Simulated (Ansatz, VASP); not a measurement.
## K3SbI: VASP beside Ansatz

Contents of INCAR:

```
ALGO = Normal
EDIFF = 1E-6
EDIFFG = -0.04
ENCUT = 600
GGA = PE
IBRION = 2
ISIF = 3
ISMEAR = 0
LASPH = T
LCHARG = F
LREAL = F
LWAVE = F
NELM = 80
NSW = 90
PREC = Accurate
SIGMA = 0.1
```

KPOINTS

```
k-points
0
Gamma
  4 4 4
```

File POSCAR:

```
K3SbI
1.0
    6.3904188987      0.0000000000      0.0000000000
    0.0000000000      6.3904188987      0.0000000000
    0.0000000000      0.0000000000      6.8463809747
K Sb I
3 1 1
Direct
    0.0000000000      0.5000000000      0.0000000000
    0.5000000000      0.0000000000      0.0000000000
    0.5000000000      0.5000000000      0.5000000000
    0.0000000000      0.0000000000      0.5000000000
    0.0000000000      0.0000000000      0.0000000000
```

Input for Ansatz:

```yaml
crystal:
  lattice:
    - [6.3904188987, 0.0, 0.0]
    - [0.0, 6.3904188987, 0.0]
    - [0.0, 0.0, 6.8463809747]
  atoms:
    - { symbol: K, position: [0.0, 0.5, 0.0] }
    - { symbol: K, position: [0.5, 0.0, 0.0] }
    - { symbol: K, position: [0.5, 0.5, 0.5] }
    - { symbol: Sb, position: [0.0, 0.0, 0.5] }
    - { symbol: I, position: [0.0, 0.0, 0.0] }
basis:
  ecutwfc: 420
kpoints:
  mp_grid: { grid: [4, 4, 4] }
hamiltonian:
  xc: pbe
scf:
  occupations: { method: gaussian, width: 0.1 }
  lower_state_search: "off"
output:
  forces: true
  stress: true
  eigenvalues: true
relax:
  adjacent_minimum: "off"
  f_tol: 0.04
  max_steps: 70
  cell: { stress_tol: 0.4 }
```

Alike in both runs: task relaxation of cell and atoms; functional PBE; k mesh 4 × 4 × 4; occupations gaussian, width 0.1 eV; no spin polarisation.

|  | VASP | Ansatz |
| --- | --- | --- |
| version | VASP 6.6.1 | Ansatz 0.2.0 |
| potentials or method | VASP PAW PBE potentials, release 64 (K_sv, Sb, I), cutoff 600 eV | scalar-relativistic, plane waves, PAW |
| valence electrons in the cell | 39 | 59 |

```csv
,VASP,Ansatz,Ansatz less VASP
"gap on the k mesh at the Fermi level, each at its own relaxed structure (eV)",none,none,-
relaxed volume (Å³/atom),54.55,54.13,-0.419
relaxed cell length with the largest relative difference (Å),6.481,6.424,-0.0567
```

A gap of «none» marks a metal or a gap that the smearing closes. VASP's potentials hold 39 valence electrons a cell and Ansatz's 59, so a difference there can come from the potentials and not from the codes.

Neither program's run includes spin-orbit coupling.
